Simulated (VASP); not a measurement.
Here is a VASP 6.6.1 calculation.

Contents of POSCAR:

```
BAs
1.0
    0.0000000000      2.3918699032      2.3918699032
    2.3918699032      0.0000000000      2.3918699032
    2.3918699032      2.3918699032      0.0000000000
B As
1 1
Direct
    0.0000000000      0.0000000000      0.0000000000
    0.2500000000      0.2500000000      0.2500000000
```

File INCAR.step1:

```
SYSTEM = BAs
  PREC = Accurate
  ENCUT = 520
  EDIFF = 1E-5
  ISMEAR = 0
  SIGMA = 0.01
  LREAL = .False.
  LASPH = .True.
  NELM = 80
  ALGO = Normal
  ISIF = 2
  LWAVE = .True.
  NBANDS = 11
  GGA = PE
```

Contents of INCAR.step2:

```
SYSTEM = BAs
  PREC = Accurate
  ENCUT = 520
  EDIFF = 1E-6
  ISMEAR = 0
  SIGMA = 0.01
  LREAL = .False.
  LASPH = .True.
  NELM = 80
  ALGO = Normal
  ISIF = 2
  LWAVE = .False.
  LCHARG = .True.
  GGA = PE
  LHFCALC = .True.
  HFSCREEN = 0.2079
  PRECFOCK = Normal
  LELF = .True.
  LVHAR = .True.
  NBANDS = 11
  ISTART = 1
```

KPOINTS

```
regular mesh
0
Gamma
  4 4 4
  0 0 0
```

Potentials or basis: VASP PAW PBE potentials, release 64 (B, As).

The run is started by

```sh
$ cat potpaw_PBE.64/B/POTCAR potpaw_PBE.64/As/POTCAR > POTCAR
$ cp INCAR.step1 INCAR
$ mpirun -np 1 vasp_std > vasp.out
$ cp INCAR.step2 INCAR
$ mpirun -np 1 vasp_std > vasp.out
```

(1) What does it give for the band gap on the k mesh?

(2) What does it give for the pressure?

Results:

(1) 2.12 eV, indirect (least direct gap 4.14 eV).

(2) -0.6 GPa.

Caveat: the k points lie up to 0.57 Å⁻¹ apart; the PAW data sets were made with another functional, which shifts forces and pressure a little.
